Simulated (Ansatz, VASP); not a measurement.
One calculation of Al3BP4, two programs

Contents of INCAR:

```
PREC     = Accurate       # precision mode
ENCUT    = 600            # plane-wave cutoff, eV
EDIFF    = 1E-7           # SCF threshold, eV
ISMEAR   = 0              # smearing method
SIGMA    = 0.1            # smearing width, eV
LREAL    = False          # projectors in reciprocal space
LASPH    = True           # aspherical terms in the spheres
NELM     = 60             # most SCF steps
ALGO     = Normal         # electronic algorithm
ISIF     = 3              # what is computed and relaxed
LWAVE    = False          # write WAVECAR
LCHARG   = False          # write CHGCAR
GGA      = PE             # functional
IBRION   = 2              # ionic algorithm
NSW      = 90             # ionic steps
EDIFFG   = -0.04          # ionic threshold
```

Contents of KPOINTS:

```
Automatic mesh
0
Gamma
  6 6 6
```

The input POSCAR:

```
Al3BP4
1.0
   -2.5631265500      2.5631265500      5.1262531100
    2.5631265500     -2.5631265500      5.1262531100
    2.5631265500      2.5631265500     -5.1262531100
Al B P
3 1 4
Direct
    0.7500000000      0.2500000000      0.5000000000
    0.0000000000      0.0000000000      0.0000000000
    0.2500000000      0.7500000000      0.5000000000
    0.5000000000      0.5000000000      0.0000000000
    0.8750000000      0.3750000000      0.0000000000
    0.1250000000      0.1250000000      0.5000000000
    0.3750000000      0.8750000000      0.0000000000
    0.6250000000      0.6250000000      0.5000000000
```

Input for Ansatz:

```yaml
crystal:
  lattice:
    - [-2.56312655, 2.56312655, 5.12625311]
    - [2.56312655, -2.56312655, 5.12625311]
    - [2.56312655, 2.56312655, -5.12625311]
  atoms:
    - { symbol: Al, position: [0.75, 0.25, 0.5] }
    - { symbol: Al, position: [0.0, 0.0, 0.0] }
    - { symbol: Al, position: [0.25, 0.75, 0.5] }
    - { symbol: B, position: [0.5, 0.5, 0.0] }
    - { symbol: P, position: [0.875, 0.375, 0.0] }
    - { symbol: P, position: [0.125, 0.125, 0.5] }
    - { symbol: P, position: [0.375, 0.875, 0.0] }
    - { symbol: P, position: [0.625, 0.625, 0.5] }
basis:
  ecutwfc: 420
kpoints:
  mp_grid: { grid: [6, 6, 6] }
hamiltonian:
  xc: pbe
scf:
  occupations: { method: gaussian, width: 0.1 }
  lower_state_search: "off"
output:
  forces: true
  stress: true
  eigenvalues: true
relax:
  adjacent_minimum: "off"
  f_tol: 0.04
  max_steps: 70
  cell: { stress_tol: 0.4 }
```

Alike in both runs: task relaxation of cell and atoms; functional PBE; k mesh 6 × 6 × 6; occupations gaussian, width 0.1 eV; no spin polarisation.

|  | VASP | Ansatz |
| --- | --- | --- |
| version | VASP 6.6.1 | Ansatz 0.2.0 |
| potentials or method | VASP PAW PBE potentials, release 64 (Al, B, P), cutoff 600 eV | scalar-relativistic, plane waves, PAW |
| valence electrons in the cell | 32 | 32 |

```csv
,VASP,Ansatz,Ansatz less VASP
"gap on the k mesh at the Fermi level, each at its own relaxed structure (eV)",1.14,1.13,-0.013
relaxed volume (Å³/atom),18.27,18.26,-0.008
relaxed cell length with the largest relative difference (Å),6.438,6.430,-0.0078
```
